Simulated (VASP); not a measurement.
BP: elastic constants with LDA

BP:

```
B P
1.0
     0.00000    2.16923    2.16923
     2.16923    0.00000    2.16923
     2.16923    2.16923    0.00000
B P
1 1
Direct
  0.00000 0.00000 0.00000
  0.75000 0.75000 0.75000
```

```json
{
 "Program": "VASP 6.6.1",
 "Task": "elastic constants",
 "Functional": "LDA",
 "Potentials or basis": "VASP PAW LDA potentials, release 64 (B, P)",
 "Cutoff": "600 eV",
 "k mesh": "12 × 12 × 12",
 "Occupations": "gaussian, width 0.01 eV",
 "Spin": "no spin polarisation",
 "Dipole correction": "no",
 "Ions in elastic constants": "relaxed",
 "Further INCAR settings": "ALGO = Normal; EDIFF = 1e-08; NBANDS = 11; IBRION = 6; POTIM = 0.015; NSW = 1; ISIF = 3"
}
```

| Quantity | Value |
| --- | --- |
| Elastic constants C11, C12, C44 | 427, 133, 229 GPa |
| Voigt bulk modulus | 231 GPa |
| Highest phonon frequency at Γ, LO-TO splitting left out | 907 cm⁻¹ |

Phonon frequencies in cm⁻¹ (negative: imaginary):
| q point | frequencies |
| --- | --- |
| (0.000, 0.000, 0.000) | 0 0 0 907 907 907 |

Elastic tensor in Voigt notation (GPa, in the Cartesian axes of the cell as first typed):
```
427 133 133   0   0   0
133 427 133   0   0   0
133 133 427   0   0   0
  0   0   0 229   0   0
  0   0   0   0 229   0
  0   0   0   0   0 229
```

Clamped-ion elastic tensor (GPa):
```
427 133 133   0   0   0
133 427 133   0   0   0
133 133 427   0   0   0
  0   0   0 286   0   0
  0   0   0   0 286   0
  0   0   0   0   0 286
```

Wall time 6.4 min on 1 thread of Intel(R) Xeon(R) 6975P-C (Granite Rapids) (shared host), peak memory 0.33 GiB.

Caveat: the cell is under stress, which shifts elastic constants.
